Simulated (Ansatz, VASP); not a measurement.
**Te2Mo in VASP and in Ansatz**

File POSCAR:

```
Te2Mo
1.0
    3.5602328140      0.0000000000      0.0000000000
   -1.7801164070      3.0832520603      0.0000000000
    0.0000000000      0.0000000000     17.5240578200
Te Mo
2 1
Direct
    0.3333333333      0.6666666667      0.1021445500
    0.3333333333      0.6666666667      0.8978554500
    0.0000000000      0.0000000000      0.0000000000
```

The input INCAR.step1:

```
SYSTEM = Te2Mo
PREC = Accurate
ENCUT = 520
ISMEAR = 0
SIGMA = 0.01
LREAL = .False.
LASPH = .True.
NELM = 60
NBANDS = 20
GGA = PE
ALGO = Normal
EDIFF = 1E-4
LWAVE = .True.
LCHARG = .False.
```

INCAR.step2

```
SYSTEM = Te2Mo
PREC = Accurate
ENCUT = 520
EDIFF = 1E-6
ISMEAR = 0
SIGMA = 0.01
LREAL = .False.
LASPH = .True.
NELM = 60
ALGO = Normal
ISIF = 2
LWAVE = .False.
LCHARG = .False.
METAGGA = R2SCAN
LMIXTAU = .True.
NBANDS = 20
ISTART = 1
```

KPOINTS

```
Automatic mesh
0
Gamma
  12 12 2
  0 0 0
```

input.yaml

```yaml
crystal:
  lattice:
    - [3.560232814, 0.0, 0.0]
    - [-1.780116407, 3.0832520603, 0.0]
    - [0.0, 0.0, 17.52405782]
  atoms:
    - { symbol: Te, position: [0.3333333333, 0.6666666667, 0.10214455] }
    - { symbol: Te, position: [0.3333333333, 0.6666666667, 0.89785545] }
    - { symbol: Mo, position: [0.0, 0.0, 0.0] }
kpoints:
  mp_grid: { grid: [12, 12, 2] }
  band_path:
    path:
      - [0.0, 0.0, 0.0]
      - [0.5, 0.0, 0.0]
      - [0.3333333333, 0.3333333333, 0.0]
      - [0.0, 0.0, 0.5]
      - [0.5, 0.0, 0.5]
      - [0.3333333333, 0.3333333333, 0.5]
    npoints: 1
hamiltonian:
  xc: r2scan
scf:
  occupations: { method: fixed }
  n_extra_bands: 4
output:
  forces: true
  stress: true
  eigenvalues: true
```

Alike in both runs: functional r2SCAN; k mesh 12 × 12 × 2; no spin polarisation.

|  | VASP | Ansatz |
| --- | --- | --- |
| version | VASP 6.6.1 | Ansatz 0.2.0 |
| potentials or method | VASP PAW PBE potentials, release 64 (Te, Mo_sv) | Ansatz PAW |
| plane-wave cutoff (eV) | 520 | 500 |
| occupations | gaussian, width 0.01 eV | fixed |
| valence electrons in the cell | 26 | 46 |
| task | single point | band structure |

```tsv
	VASP	Ansatz	Ansatz less VASP
gap on the k mesh at the Fermi level (eV)	1.13	1.12	-0.002
least direct gap on the mesh (eV)	1.13	1.12	-0.002
rms of the force components (eV/Å)	0.009	0.003	-0.0055
```

VASP's potentials were made for PBE, not for r2SCAN. Atom by atom the forces differ by 0.013 eV/Å (rms over components). VASP's potentials hold 26 valence electrons a cell and Ansatz's 46, so a difference there can come from the potentials and not from the codes.

Neither program's run includes spin-orbit coupling.
